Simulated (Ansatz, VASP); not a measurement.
# TiAl: VASP beside Ansatz

```
CELL_PARAMETERS angstrom
2.67856 0.00000 0.00000
0.00000 2.67856 0.00000
0.00000 0.00000 3.73981
ATOMIC_POSITIONS crystal
Ti 0.00000 0.00000 0.00000
Al 0.50000 0.50000 0.50000
```

Alike in both runs: task single point; functional LDA; k mesh 16 × 16 × 16; occupations gaussian, width 0.15 eV; no spin polarisation.

|  | VASP | Ansatz |
| --- | --- | --- |
| version | VASP 6.6.1 | Ansatz 0.2.0 |
| potentials or method | VASP PAW LDA potentials, release 64 (Ti_sv, Al), cutoff 520 eV | scalar-relativistic, plane waves, PAW |
| valence electrons in the cell | 15 | 15 |

VASP gave:

| Property | Result |
| --- | --- |
| gap on the k mesh at the Fermi level (eV) | none |
| pressure (GPa) | 21.5 |
| traceless stress, the component that is largest in VASP (GPa) | 1.37 |

Q: Which values does Ansatz return?

A: gap on the k mesh at the Fermi level (eV): none; pressure (GPa): 21.3; traceless stress, the component that is largest in VASP (GPa): 1.38.

Ansatz warns that its potentials were made for another functional, while VASP's fit it. LDA's correlation is that of Perdew and Zunger in VASP and of Perdew and Wang (1992) in Ansatz. A gap of «none» marks a metal or a gap that the smearing closes.
